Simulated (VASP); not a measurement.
# Sb (I4/mmm) in VASP: a series of runs, part 2 of 2

VASP 6.6.1. The steps go on from the part before.

**4. Electric field gradients, PBE (zz strain of +1 %)**

Input file INCAR:

```
SYSTEM = Sb
PREC = Accurate
ENCUT = 400
EDIFF = 1E-8
ISMEAR = -1
SIGMA = 0.05
LREAL = .False.
LASPH = .True.
NELM = 120
ALGO = Normal
ISIF = 2
LWAVE = .False.
LCHARG = .False.
GGA = PE
LEFG = .True.
NBANDS = 8
GGA_COMPAT = .False.
```

Input file KPOINTS:

```
Automatic mesh
0
Gamma
  12 12 12
  0 0 0
```

Input file POSCAR:

```
Sb
1.0
    0.0000000000      2.3050000000      2.3280500000
    2.3050000000      0.0000000000      2.3280500000
    2.3050000000      2.3050000000      0.0000000000
Sb
1
Direct
    0.0000000000      0.0000000000      0.0000000000
```

Potentials or basis: VASP PAW PBE potentials, release 64 (Sb).

Command:

```console
cat potpaw_PBE.64/Sb/POTCAR > POTCAR
mpirun -np 1 vasp_std > vasp.out
```

OUTCAR:

```text
SYSTEM = Sb
   PREC = Accurate
   ENCUT = 400
   EDIFF = 1E-8
   ISMEAR = -1
   LREAL = .False.
   LASPH = .True.
   NELM = 120
   ISIF = 2
   GGA = PE

 ion  position               nearest neighbor table
   1  0.000  0.000  0.000-

  LATTYP: Found a body centered tetragonal cell.
 ALAT       =     3.2597622613
 C/A-ratio  =     1.4283556980

  Lattice vectors:

 A1 = (  -2.3050000000,   0.0000000000,   2.3280500000)
 A2 = (   2.3050000000,   0.0000000000,   2.3280500000)
 A3 = (   0.0000000000,   2.3050000000,  -2.3280500000)

Analysis of symmetry for initial positions (statically):
=====================================================================
 Subroutine PRICEL returns:
 Original cell was already a primitive cell.

 Routine SETGRP: Setting up the symmetry group for a
 body centered tetragonal supercell.

 Subroutine GETGRP returns: Found 16 space group operations
 (whereof 16 operations were pure point group operations)
 out of a pool of 16 trial point group operations.

The static configuration has the point symmetry D_4h.

Analysis of symmetry for dynamics (positions and initial velocities):
=====================================================================
 Subroutine PRICEL returns:
 Original cell was already a primitive cell.

 Routine SETGRP: Setting up the symmetry group for a
 body centered tetragonal supercell.

 Subroutine GETGRP returns: Found 16 space group operations
 (whereof 16 operations were pure point group operations)
 out of a pool of 16 trial point group operations.

The dynamic configuration has the point symmetry D_4h.

 Subroutine INISYM returns: Found 16 space group operations
[... 155 lines left out ...]
      4      15.6500      0.00000
      5      19.8706      0.00000
      6      19.9004      0.00000
      7      19.9346      0.00000
      8      19.9346      0.00000
[... 243 lines left out ...]
 k-point    24 :      -0.4167    0.1667    0.0000
  band No.  band energies     occupation
      1       0.6686      2.00000
      2       3.9648      2.00000
      3      10.1548      0.00047
      4      12.8975      0.00000
      5      16.6078      0.00000
      6      20.7336      0.00000
      7      21.0153      0.00000
      8      23.8922      0.00000

 [... further k-points ...]

------------------------ aborting loop because EDIFF is reached ----------------------------------------

  FORCE on cell =-STRESS in cart. coord.  units (eV):
  Direction    XX          YY          ZZ          XY          YZ          ZX
  --------------------------------------------------------------------------------------
  -------------------------------------------------------------------------------------
  Total        1.1771331      1.1771331      1.2065858      0.0000000     -0.0000000     -0.0000000
  in kB       76.2380887     76.2380887     78.1456171      0.0000000     -0.0000000     -0.0000000
  external PRESSURE =      76.8739315 kB  Pullay stress =       0.0000000 kB

 VOLUME and BASIS-vectors are now :
 -----------------------------------------------------------------------------
  energy-cutoff  :      400.00
  volume of cell :       24.74
      direct lattice vectors                 reciprocal lattice vectors
     0.000000000  2.305000000  2.328050000    -0.216919740  0.216919740  0.214772020
     2.305000000  0.000000000  2.328050000     0.216919740 -0.216919740  0.214772020
     2.305000000  2.305000000  0.000000000     0.216919740  0.216919740 -0.214772020

 POSITION                                       TOTAL-FORCE (eV/Angst)
 -----------------------------------------------------------------------------------
      0.00000      0.00000      0.00000         0.000000     -0.000000      0.000000
 -----------------------------------------------------------------------------------
    total drift:                                0.000000      0.000000      0.000000

  FREE ENERGIE OF THE ION-ELECTRON SYSTEM (eV)
  ---------------------------------------------------
  free  energy   TOTEN  =        -3.7625523421 eV

  energy  without entropy=       -3.7558691559  energy(sigma->0) =       -3.75921075

 Electric field gradients (V/A^2)
---------------------------------------------------------------------
 ion       V_xx      V_yy      V_zz      V_xy      V_xz      V_yz
---------------------------------------------------------------------
   1      -1.343    -1.343     2.687     0.000    -0.000    -0.000
---------------------------------------------------------------------

 Electric field gradients after diagonalization (V/A^2)
 (convention: |V_zz| > |V_xx| > |V_yy|)
----------------------------------------------------------------------
 ion       V_xx      V_yy      V_zz     asymmetry (V_yy - V_xx)/ V_zz
----------------------------------------------------------------------
   1      -1.343    -1.343     2.687       0.000
----------------------------------------------------------------------

           NMR quadrupolar parameters

 Cq : quadrupolar parameter    Cq=e*Q*V_zz/h
 eta: asymmetry parameters     (V_yy - V_xx)/ V_zz
 Q  : nuclear electric quadrupole moment in mb (millibarn)
----------------------------------------------------------------------
 ion       Cq(MHz)       eta       Q (mb)
----------------------------------------------------------------------
   1       0.006       0.000       1.000
----------------------------------------------------------------------
```

OSZICAR:

```text
N       E                     dE             d eps       ncg     rms          rms(c)
DAV:   1     0.394982646445E+01    0.39498E+01   -0.14331E+03  2648   0.320E+02
DAV:   2    -0.369055677333E+01   -0.76404E+01   -0.72966E+01  3536   0.485E+01
DAV:   3    -0.376740386800E+01   -0.76847E-01   -0.75941E-01  3232   0.550E+00
DAV:   4    -0.376762039865E+01   -0.21653E-03   -0.21647E-03  4024   0.344E-01
DAV:   5    -0.376762075499E+01   -0.35634E-06   -0.35566E-06  3456   0.888E-03    0.200E+00
DAV:   6    -0.376442080286E+01    0.32000E-02   -0.12140E-03  3304   0.189E-01    0.116E+00
DAV:   7    -0.376255048419E+01    0.18703E-02   -0.26884E-03  3048   0.279E-01    0.449E-02
DAV:   8    -0.376255263365E+01   -0.21495E-05   -0.33411E-05  3920   0.452E-02    0.664E-03
DAV:   9    -0.376255278791E+01   -0.15425E-06   -0.53732E-07  3568   0.558E-03    0.111E-03
DAV:  10    -0.376255250584E+01    0.28207E-06   -0.24519E-08  3632   0.938E-04    0.116E-03
DAV:  11    -0.376255229258E+01    0.21326E-06   -0.10014E-09  3192   0.271E-04    0.218E-04
DAV:  12    -0.376255233670E+01   -0.44115E-07   -0.75653E-11  2016   0.511E-05    0.277E-05
DAV:  13    -0.376255234212E+01   -0.54279E-08   -0.36963E-12  1736   0.141E-05
   1 F= -.37625523E+01 E0= -.37592107E+01  d E =-.668319E-02
```

stdout:

```text
POSCAR found type information on POSCAR Sb
 POSCAR found :  1 types and       1 ions
 scaLAPACK will be used
 LDA part: xc-table for (Slater+PW92), standard interpolation
 POSCAR, INCAR and KPOINTS ok, starting setup
 FFT: planning ... GRIDC
 FFT: planning ... GRID_SOFT
 FFT: planning ... GRID
 WAVECAR not read
 entering main loop
ion   1
```

Run time: 10 s. Hardware: 1 thread of Intel Xeon Platinum 8488C (Sapphire Rapids), shared host; peak memory 0.14 GiB.

What came out:

| Property | Result |
| --- | --- |
| Free energy | -3.7626 eV |
| Pressure | 7.7 GPa |
| Band gap on the k mesh | zero (an odd number of electrons rules out a gap without spin polarisation) |
| Largest electric field gradient by atom | Sb +2.7 V/Å² |

Levels at points of the mesh, in eV from the Fermi level:
```
           k point  band 1  band 2  band 3  band 4  band 5  band 6
(0.00, 0.00, 0.00)  -13.68    5.91    5.91    5.91   10.13   10.16
(0.50, 0.00, 0.00)   -9.44   -6.44    3.90    4.08    8.66    9.20
(0.50, 0.50, 0.00)   -7.66   -5.52    0.42    0.42    4.27    4.57
(0.50, 0.00, 0.50)   -7.51   -5.43    0.25    0.33    4.12    4.48
```

Electric field gradients, principal values (V/Å²):
| atom | least | middle | greatest (by size) |
| --- | --- | --- | --- |
| 1 Sb | -1.343 | -1.343 | 2.687 |

Caveat: the cell differs from its parent crystal (zz strain of +1 %); the cell stands under pressure; without QUAD_EFG the Cq values of the log hold for a quadrupole moment of 1 mb, not for the nuclei; spin-orbit coupling is left out, which moves the levels of the heavy elements.

**5. Electric field gradients, PBE (zz strain of +3 %)**

Input file INCAR:

```
  PREC = Accurate
  ENCUT = 400
  EDIFF = 1E-8
  ISMEAR = -1
  SIGMA = 0.05
  LREAL = False
  LASPH = True
  NELM = 120
  ALGO = Normal
  ISIF = 2
  LWAVE = False
  LCHARG = False
  GGA = PE
  LEFG = True
  NBANDS = 8
  GGA_COMPAT = False
```

Input file KPOINTS:

```
regular mesh
0
Gamma
  12 12 12
```

Input file POSCAR:

```
Sb
1.0
    0.0000000000      2.3050000000      2.3741500000
    2.3050000000      0.0000000000      2.3741500000
    2.3050000000      2.3050000000      0.0000000000
Sb
1
Direct
    0.0000000000      0.0000000000      0.0000000000
```

Potentials or basis: VASP PAW PBE potentials, release 64 (Sb).

Command:

```console
cat potpaw_PBE.64/Sb/POTCAR > POTCAR
mpirun -np 1 vasp_std > vasp.out
```

OUTCAR:

```text
PREC = Accurate
   ENCUT = 400
   EDIFF = 1E-8
   ISMEAR = -1
   LREAL = False
   LASPH = True
   NELM = 120
   ISIF = 2
   GGA = PE

 ion  position               nearest neighbor table
   1  0.000  0.000  0.000-

  LATTYP: Found a body centered tetragonal cell.
 ALAT       =     3.2597622613
 C/A-ratio  =     1.4566399692

  Lattice vectors:

 A1 = (  -2.3050000000,   0.0000000000,   2.3741500000)
 A2 = (   2.3050000000,   0.0000000000,   2.3741500000)
 A3 = (   0.0000000000,   2.3050000000,  -2.3741500000)

Analysis of symmetry for initial positions (statically):
=====================================================================
 Subroutine PRICEL returns:
 Original cell was already a primitive cell.

 Routine SETGRP: Setting up the symmetry group for a
 body centered tetragonal supercell.

 Subroutine GETGRP returns: Found 16 space group operations
[... 445 lines left out ...]

 VOLUME and BASIS-vectors are now :
 -----------------------------------------------------------------------------
  energy-cutoff  :      400.00
  volume of cell :       25.23
      direct lattice vectors                 reciprocal lattice vectors
     0.000000000  2.305000000  2.374150000    -0.216919740  0.216919740  0.210601689
     2.305000000  0.000000000  2.374150000     0.216919740 -0.216919740  0.210601689
     2.305000000  2.305000000  0.000000000     0.216919740  0.216919740 -0.210601689

 POSITION                                       TOTAL-FORCE (eV/Angst)
 -----------------------------------------------------------------------------------
      0.00000      0.00000      0.00000         0.000000      0.000000      0.000000
 -----------------------------------------------------------------------------------
    total drift:                                0.000000      0.000000      0.000000

  FREE ENERGIE OF THE ION-ELECTRON SYSTEM (eV)
  ---------------------------------------------------
  free  energy   TOTEN  =        -3.7849856338 eV

  energy  without entropy=       -3.7789819172  energy(sigma->0) =       -3.78198378

 Electric field gradients (V/A^2)
---------------------------------------------------------------------
 ion       V_xx      V_yy      V_zz      V_xy      V_xz      V_yz
---------------------------------------------------------------------
   1      -2.520    -2.520     5.040    -0.000    -0.000    -0.000
---------------------------------------------------------------------

 Electric field gradients after diagonalization (V/A^2)
 (convention: |V_zz| > |V_xx| > |V_yy|)
----------------------------------------------------------------------
 ion       V_xx      V_yy      V_zz     asymmetry (V_yy - V_xx)/ V_zz
----------------------------------------------------------------------
   1      -2.520    -2.520     5.040       0.000
----------------------------------------------------------------------

           NMR quadrupolar parameters

 Cq : quadrupolar parameter    Cq=e*Q*V_zz/h
 eta: asymmetry parameters     (V_yy - V_xx)/ V_zz
 Q  : nuclear electric quadrupole moment in mb (millibarn)
----------------------------------------------------------------------
 ion       Cq(MHz)       eta       Q (mb)
----------------------------------------------------------------------
   1       0.012       0.000       1.000
----------------------------------------------------------------------
```

OSZICAR:

```text
N       E                     dE             d eps       ncg     rms          rms(c)
DAV:   1     0.336582196196E+01    0.33658E+01   -0.14160E+03  2664   0.320E+02
DAV:   2    -0.371544798512E+01   -0.70813E+01   -0.69027E+01  3616   0.476E+01
DAV:   3    -0.378956807032E+01   -0.74120E-01   -0.73916E-01  3168   0.527E+00
DAV:   4    -0.378978390666E+01   -0.21584E-03   -0.21583E-03  4120   0.345E-01
DAV:   5    -0.378978417041E+01   -0.26375E-06   -0.26426E-06  3264   0.772E-03    0.193E+00
DAV:   6    -0.378673747436E+01    0.30467E-02   -0.13213E-03  3400   0.197E-01    0.111E+00
DAV:   7    -0.378498185141E+01    0.17556E-02   -0.28968E-03  3048   0.289E-01    0.470E-02
DAV:   8    -0.378498595047E+01   -0.40991E-05   -0.36426E-05  3856   0.471E-02    0.671E-03
DAV:   9    -0.378498612439E+01   -0.17392E-06   -0.54706E-07  3560   0.569E-03    0.105E-03
DAV:  10    -0.378498579275E+01    0.33164E-06   -0.29965E-08  3696   0.101E-03    0.113E-03
DAV:  11    -0.378498559499E+01    0.19776E-06   -0.10415E-09  3072   0.272E-04    0.162E-04
DAV:  12    -0.378498563218E+01   -0.37194E-07   -0.80584E-11  1952   0.508E-05    0.138E-05
DAV:  13    -0.378498563376E+01   -0.15717E-08   -0.49191E-12  1696   0.159E-05
   1 F= -.37849856E+01 E0= -.37819838E+01  d E =-.600372E-02
```

Wall time 10 s (1 thread of Intel Xeon Platinum 8488C (Sapphire Rapids), shared host); peak memory 0.15 GiB.

What came out:

| Item | Value |
| --- | --- |
| Free energy | -3.7850 eV |
| Pressure | 6.1 GPa |
| Band gap on the k mesh | zero (an odd number of electrons rules out a gap without spin polarisation) |
| Largest electric field gradient by atom | Sb +5.0 V/Å² |

Stress tensor (GPa, compression positive):
```
5.70 0.00 0.00
0.00 5.70 0.00
0.00 0.00 6.77
```

Electric field gradients, principal values (V/Å²):
```tsv
atom	least	middle	greatest (by size)
1 Sb	-2.520	-2.520	5.040
```

Caveat: the cell differs from its parent crystal (zz strain of +3 %); the cell stands under pressure; without QUAD_EFG the Cq values of the log hold for a quadrupole moment of 1 mb, not for the nuclei; spin-orbit coupling is left out, which moves the levels of the heavy elements.

**6. The runs side by side**

```csv
cell,gap on the mesh (eV),pressure (GPa)
"a = 3.227, b = 3.227, c = 3.260 Å, angles 59.7, 59.7, 60.7°, 1 atom",none,10.7
"a = 3.276, b = 3.276, c = 3.260 Å, angles 60.2, 60.2, 59.7°, 1 atom",none,7.7
"a = 3.309, b = 3.309, c = 3.260 Å, angles 60.5, 60.5, 59.0°, 1 atom",none,6.1
```

Alike in all rows: task electric field gradients; level PBE; potentials or basis VASP PAW PBE potentials, release 64 (Sb); no spin polarisation; k mesh 12 × 12 × 12; cutoff (eV) 400; smearing fermi-dirac 0.05 eV.

Caveats: the cell stands under pressure; spin-orbit coupling is left out, which moves the levels of the heavy elements.

Absolute energies hang on the potentials; compare differences alone.
